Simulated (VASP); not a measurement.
A run of VASP 6.6.1 is set up as follows.

INCAR

```
PREC = Accurate ; ENCUT = 520
EDIFF = 1E-7 ; ISMEAR = 0
SIGMA = 0.1 ; LREAL = F
LASPH = T ; NELM = 60
ALGO = Normal ; ISIF = 2
LWAVE = F ; LCHARG = F
GGA = PE ; NBANDS = 72
```

Contents of KPOINTS:

```
Automatic mesh
0
Gamma
  4 4 1
```

The input POSCAR:

```
Sn2GeO3
1.0
    4.1651156308      0.0014755161      0.0001879387
   -0.0012436938      3.5155370780      0.0010243342
   -0.0119784374     -0.0004844873     14.8716337264
Sn Ge O
4 2 6
Direct
   -0.0071280667      0.4998734028      0.9024822709
   -0.0078723538      0.4999483621      0.2539882222
    0.4924750419      0.0001333432      0.0975220770
    0.4916924037      0.0000794077      0.7460263929
    0.0720082316      0.4998835429      0.5675017090
    0.5716944869     -0.0000108954      0.4324884587
    0.4926363459      0.4999847735      0.8350908383
    0.4929895476      0.5000237073      0.1863903547
    0.4579169298      0.5000362254      0.4992487034
   -0.0070542774     -0.0000182505      0.8135981475
   -0.0073027469      0.0000373889      0.1649101914
   -0.0420555426      0.0000289918      0.5007526341
```

Potentials or basis: VASP PAW PBE potentials, release 64 (Sn_d, Ge_d, O).

Command:

```console
$ cat potpaw_PBE.64/Sn_d/POTCAR potpaw_PBE.64/Ge_d/POTCAR potpaw_PBE.64/O/POTCAR > POTCAR
$ mpirun -np 1 vasp_std > vasp.out
```

(1) Predict the largest force.

(2) What does it give for the band gap on the k mesh?

(3) What does it give for the pressure?

## Answers

(1) 0.077 eV/Å.

(2) 0.96 eV (least direct gap 1.75 eV).

(3) 0.2 GPa.

Caveat: the k points lie up to 0.45 Å⁻¹ apart; spin-orbit coupling is left out, which moves the levels of the heavy elements; an odd mesh through Γ misses points on the zone boundary, where band edges can lie.
